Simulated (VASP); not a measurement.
# HgTe (I-4m2) in VASP: notebook

Runs on HgTe. Level: PBEsol. Tasks: single point.

Everything below comes from runs of VASP 6.6.1. Logs are shortened: lines on timing, memory, paths and dates and some standing lists are left out, and cuts for length are marked.

## 1. The cell of the first run

Symmetry: I-4m2, No. 119, tetragonal system. Conventional cell: a = 5.848 Å, b = 5.848 Å, c = 3.368 Å, α = 90.00°, β = 90.00°, γ = 90.00°. Hg (site symmetry -4m2) has 8 Te at 3.04 to 3.86 Å and 2 Hg at 3.37 Å within 4.0 Å. Within 4.0 Å of Te (site symmetry -4m2) lie 8 Hg at 3.04 to 3.86 Å and 2 Te at 3.37 Å.

## 2. Single point, PBEsol (strain -0.040 along x and y, +0.080 along z)

The input, INCAR:

```
ALGO = Normal
EDIFF = 1E-6
ENCUT = 520
GGA = PS
ISIF = 2
ISMEAR = 0
LASPH = True
LCHARG = False
LREAL = False
LWAVE = False
NBANDS = 16
NELM = 80
PREC = Accurate
SIGMA = 0.15
```

The input, KPOINTS:

```
k-points
0
Gamma
  18 18 18
```

The input, POSCAR:

```
HgTe
1.0
   -2.9237788800      2.9237788800      1.6841628000
    2.9237788800     -2.9237788800      1.6841628000
    2.9237788800      2.9237788800     -1.6841628000
Hg Te
1 1
Direct
    0.2500000000      0.7500000000      0.5000000000
    0.0000000000      0.0000000000      0.0000000000
```

Potentials or basis: VASP PAW PBE potentials, release 64 (Hg, Te).

On the command line:

```bash
$ cat potpaw_PBE.64/Hg/POTCAR potpaw_PBE.64/Te/POTCAR > POTCAR
$ mpirun -np 1 vasp_std > vasp.out
```

OUTCAR:

```text
EDIFF = 1E-6
   ENCUT = 520
   GGA = PS
   ISIF = 2
   ISMEAR = 0
   LASPH = True
   LREAL = False
   NELM = 80
   PREC = Accurate

 ion  position               nearest neighbor table
   1  0.250  0.750  0.500-   2 3.04   2 3.04   2 3.04   2 3.04
   2  0.000  0.000  0.000-   1 3.04   1 3.04   1 3.04   1 3.04

  LATTYP: Found a body centered tetragonal cell.
 ALAT       =     5.8475577600
 C/A-ratio  =     0.5760226300

  Lattice vectors:

 A1 = (  -2.9237788800,   2.9237788800,   1.6841628000)
 A2 = (   2.9237788800,  -2.9237788800,   1.6841628000)
 A3 = (   2.9237788800,   2.9237788800,  -1.6841628000)

Analysis of symmetry for initial positions (statically):
=====================================================================
 Subroutine PRICEL returns:
 Original cell was already a primitive cell.

 Routine SETGRP: Setting up the symmetry group for a
 body centered tetragonal supercell.

 Subroutine GETGRP returns: Found  8 space group operations
 (whereof  8 operations were pure point group operations)
 out of a pool of 16 trial point group operations.

The static configuration has the point symmetry D_2d.

Analysis of symmetry for dynamics (positions and initial velocities):
=====================================================================
 Subroutine PRICEL returns:
 Original cell was already a primitive cell.

 Routine SETGRP: Setting up the symmetry group for a
 body centered tetragonal supercell.

 Subroutine GETGRP returns: Found  8 space group operations
 (whereof  8 operations were pure point group operations)
 out of a pool of 16 trial point group operations.

The dynamic configuration has the point symmetry D_2d.

 Subroutine INISYM returns: Found  8 space group operations
 (whereof  8 operations are pure point group operations),
 and found     1 'primitive' translations

----------------------------------------------------------------------------------------

                                     Primitive cell

  volume of cell :      57.5881

  direct lattice vectors                    reciprocal lattice vectors
    -2.923778880  2.923778880  1.684162800     0.000000000  0.171011564  0.296883413
     2.923778880 -2.923778880  1.684162800     0.171011564  0.000000000  0.296883413
     2.923778880  2.923778880 -1.684162800     0.171011564  0.171011564  0.000000000

[... 75 lines left out ...]
   ISTART =      0    job   : 0-new  1-cont  2-samecut
   ICHARG =      2    charge: 1-file 2-atom 10-const
   ISPIN  =      1    spin polarized calculation?
   LNONCOLLINEAR =      F non collinear calculations
   LSORBIT =      F    spin-orbit coupling
   LASPH  =      T    aspherical Exc in radial PAW
   ENCUT  =  520.0 eV  38.22 Ry    6.18 a.u.   8.30  8.30  8.30*2*pi/ulx,y,z
   NELM   =     80;   NELMIN=  2; NELMDL= -5     # of ELM steps
   EDIFF  = 0.1E-05   stopping-criterion for ELM
   LREAL  =      F    real-space projection
   EDIFFG = 0.1E-04   stopping-criterion for IOM
   NSW    =      0    number of steps for IOM
   IBRION =     -1    ionic relax: 0-MD 1-quasi-New 2-CG
   NFREE  =      0    steps in history (QN), initial steepest desc. (CG)
   ISIF   =      2    stress and relaxation
   ISYM   =      2    0-nonsym 1-usesym 2-fastsym
   POTIM  = 0.5000    time-step for ionic-motion
   TEBEG  =    0.0;   TEEND  =   0.0 temperature during run
   PSTRESS=    0.0 pullay stress
   NELECT =      18.0000    total number of electrons
   NUPDOWN=      -1.0000    fix difference up-down
   EMIN   =  10.00;   EMAX   =-10.00  energy-range for DOS
   EFERMI =   0.00;   METHOD = LEGACY
   ISMEAR =     0;   SIGMA  =   0.15  broadening in eV -4-tet -1-fermi 0-gaus
   EFERMI_NEDOS =   21; number of points for ismear=-14 and -15
   IALGO  =     38    algorithm
   IMIX   =      4    mixing-type and parameters
     AMIX     =   0.40;   BMIX     =  1.00
     AMIX_MAG =   1.60;   BMIX_MAG =  1.00
  volume/ion in A,a.u.               =      28.79       194.31
  Fermi-wavevector in a.u.,A,eV,Ry     =   1.111019  2.099521 16.794516  1.234362
  Thomas-Fermi vector in A             =   2.247577
   LORBIT       =      0    0 simple, 1 ext, 2 COOP (PROOUT), +10 PAW based schemes
   GGA     = PS    functional components
   LHFCALC =     F    Hartree Fock is set to
   AEXX    =    0.0000 exact exchange contribution
   IVDW    =     0    specifies the selected vdW correction
   LEPSILON=     F    determine dielectric tensor
   LRPA    =     F    only Hartree local field effects (RPA)
 non-spin polarized calculation
 Gauss-broadening in eV      SIGMA  =   0.15
  energy-cutoff  :      520.00
  volume of cell :       57.59
 maximum number of plane-waves:      1575
 NGX is ok and might be reduce to    36
   NGX = 17   NGY = 17   NGZ = 17

 number of electron      18.0000002 magnetization

 Free energy of the ion-electron system (eV)
  ---------------------------------------------------
  ext. energy  EPLUGINS =         0.00000000
  ---------------------------------------------------
  free energy    TOTEN  =        -4.07885718 eV

  energy without entropy =       -4.06980286  energy(sigma->0) =       -4.07433002

 E-fermi :   4.3812     XC(G=0): -10.0189

 val. band max:        4.3782196214   @ k =   0.4444   0.0556   0.0556
 cond. band min:       4.3893058206   @ k =  -0.1111  -0.2222   0.0556
 fundamental gap:      0.0110861993
 Fermi energy:         4.3812300655

 k-point     1 :       0.0000    0.0000    0.0000
  band No.  band energies     occupation
      1      -8.0144      2.00000
      2      -2.7149      2.00000
      3      -2.4429      2.00000
      4      -2.3693      2.00000
      5      -2.0839      2.00000
      6      -2.0839      2.00000
[... 433 lines left out ...]
      3      -2.4431      2.00000
      4      -2.4122      2.00000
      5      -2.1921      2.00000
      6      -2.1669      2.00000
[... 8 lines left out ...]
     15      13.5690      0.00000
     16      14.0453      0.00000

 [... further k-points ...]
[... 5 lines left out ...]
  --------------------------------------------------------------------------------------
  -------------------------------------------------------------------------------------
  Total       -1.0132862     -1.0132862     -1.4522434      0.0000000     -0.0000000      0.0000000
  in kB      -28.1909441    -28.1909441    -40.4033042      0.0000000     -0.0000000      0.0000000
  external PRESSURE =     -32.2617308 kB  Pullay stress =       0.0000000 kB

 VOLUME and BASIS-vectors are now :
 -----------------------------------------------------------------------------
  energy-cutoff  :      520.00
  volume of cell :       57.59
      direct lattice vectors                 reciprocal lattice vectors
    -2.923778880  2.923778880  1.684162800     0.000000000  0.171011564  0.296883413
     2.923778880 -2.923778880  1.684162800     0.171011564  0.000000000  0.296883413
     2.923778880  2.923778880 -1.684162800     0.171011564  0.171011564  0.000000000

 POSITION                                       TOTAL-FORCE (eV/Angst)
 -----------------------------------------------------------------------------------
      2.92378      0.00000      0.84208         0.000000     -0.000000      0.000000
      0.00000      0.00000      0.00000        -0.000000      0.000000     -0.000000
 -----------------------------------------------------------------------------------
    total drift:                                0.000000     -0.000000      0.000000

  FREE ENERGIE OF THE ION-ELECTRON SYSTEM (eV)
  ---------------------------------------------------
  free  energy   TOTEN  =        -4.0788571847 eV

  energy  without entropy=       -4.0698028603  energy(sigma->0) =       -4.07433002
```

OSZICAR:

```text
N       E                     dE             d eps       ncg     rms          rms(c)
DAV:   1     0.976144200229E+02    0.97614E+02   -0.78471E+03 15384   0.971E+02
DAV:   2    -0.129029517023E+01   -0.98905E+02   -0.91849E+02 18320   0.228E+02
DAV:   3    -0.423259771932E+01   -0.29423E+01   -0.29331E+01 18736   0.392E+01
DAV:   4    -0.424558306884E+01   -0.12985E-01   -0.12984E-01 19400   0.283E+00
DAV:   5    -0.424573536790E+01   -0.15230E-03   -0.15230E-03 19784   0.311E-01    0.718E+00
DAV:   6    -0.408663894872E+01    0.15910E+00   -0.32774E-01 18192   0.727E+00    0.522E+00
DAV:   7    -0.408023653687E+01    0.64024E-02   -0.47006E-02 18800   0.154E+00    0.181E+00
DAV:   8    -0.407892503043E+01    0.13115E-02   -0.53174E-03 16760   0.840E-01    0.245E-01
DAV:   9    -0.407884438027E+01    0.80650E-04   -0.41183E-04 20376   0.200E-01    0.530E-02
DAV:  10    -0.407885320423E+01   -0.88240E-05   -0.31388E-05 17976   0.485E-02    0.329E-02
DAV:  11    -0.407885723132E+01   -0.40271E-05   -0.52319E-06 19128   0.164E-02    0.651E-03
DAV:  12    -0.407885718468E+01    0.46643E-07   -0.37921E-07 10296   0.528E-03
   1 F= -.40788572E+01 E0= -.40743300E+01  d E =-.905432E-02
```

stdout:

```text
POSCAR found type information on POSCAR HgTe
 POSCAR found :  2 types and       2 ions
 scaLAPACK will be used
 -----------------------------------------------------------------------------
|                                                                             |
|                                                                             |
|     You enforced a specific xc type in the INCAR file but a different       |
|     I HOPE YOU KNOW WHAT YOU ARE DOING!                                     |
|                                                                             |
 -----------------------------------------------------------------------------

 LDA part: xc-table for (Slater+PW92), standard interpolation
 POSCAR, INCAR and KPOINTS ok, starting setup
 FFT: planning ... GRIDC
 FFT: planning ... GRID_SOFT
 FFT: planning ... GRID
 WAVECAR not read
 entering main loop
```

Run time: 8.4 min. Hardware: 1 thread of Intel Xeon Platinum 8259CL at 2.50GHz (Skylake/Cascade Lake), shared host; peak memory 0.57 GiB.

What came out:

```yaml
Free_energy: -4.0789 eV
Pressure: -3.2 GPa
Band_gap_on_the_k_mesh: zero (bands 9 and 10 overlap by 3.70 eV)
```

Stress tensor (GPa, compression positive):
```
-2.82  0.00  0.00
 0.00 -2.82  0.00
 0.00  0.00 -4.04
```

Caveat: the cell differs from its parent crystal (strain -0.040 along x and y, +0.080 along z); the cell stands under tension; the PAW data sets were made with another functional, which shifts forces and pressure a little; spin-orbit coupling is left out, which moves the levels of the heavy elements.

## 3. Single point, PBEsol (strain +0.000 along x and y, +0.040 along z)

The input, INCAR:

```
SYSTEM = HgTe
PREC = Accurate ; ENCUT = 520
EDIFF = 1E-7 ; ISMEAR = 0
SIGMA = 0.15 ; LREAL = .FALSE.
LASPH = .TRUE. ; NELM = 60
ALGO = Normal ; ISIF = 2
LWAVE = .FALSE. ; LCHARG = .TRUE.
GGA = PS ; LELF = .TRUE.
LVHAR = .TRUE. ; NBANDS = 16
```

The input, KPOINTS:

```
Automatic mesh
0
G
  18 18 18
  0 0 0
```

The input, POSCAR:

```
HgTe
1.0
   -3.0456030000      3.0456030000      1.6217864000
    3.0456030000     -3.0456030000      1.6217864000
    3.0456030000      3.0456030000     -1.6217864000
Hg Te
1 1
Direct
    0.2500000000      0.7500000000      0.5000000000
    0.0000000000      0.0000000000      0.0000000000
```

Potentials or basis: VASP PAW PBE potentials, release 64 (Hg, Te).

On the command line:

```bash
$ cat potpaw_PBE.64/Hg/POTCAR potpaw_PBE.64/Te/POTCAR > POTCAR
$ mpirun -np 1 vasp_std > vasp.out
```

Wall time 7.8 min (1 thread of Intel Xeon Platinum 8259CL at 2.50GHz (Skylake/Cascade Lake), shared host); peak memory 0.59 GiB.

It converged, with:

```yaml
Free_energy: -4.0209 eV
Pressure: -4.8 GPa
Band_gap_on_the_k_mesh: zero (bands 9 and 10 overlap by 3.84 eV)
```

Stress tensor (GPa, compression positive):
```
-4.71  0.00  0.00
 0.00 -4.71  0.00
 0.00  0.00 -4.97
```

Levels at points of the mesh, in eV from the Fermi level:
```
           k point  band 6  band 7  band 8  band 9  band 10  band 11  band 12  band 13
(0.00, 0.00, 0.00)   -6.19   -3.31   -2.24   -2.24     2.70     4.68     7.00     7.00
(0.50, 0.00, 0.00)   -6.15   -4.37   -2.07   -1.23    -0.25     3.15     3.71     5.73
(0.50, 0.50, 0.00)   -6.13   -5.95   -0.78    1.59     2.09     2.27     3.44     8.17
(0.50, 0.50, 0.50)   -6.05   -4.23   -4.13   -4.13     2.37     6.56     8.04     8.04
```

Caveat: the cell differs from its parent crystal (strain +0.000 along x and y, +0.040 along z); the cell stands under tension; the PAW data sets were made with another functional, which shifts forces and pressure a little; spin-orbit coupling is left out, which moves the levels of the heavy elements.
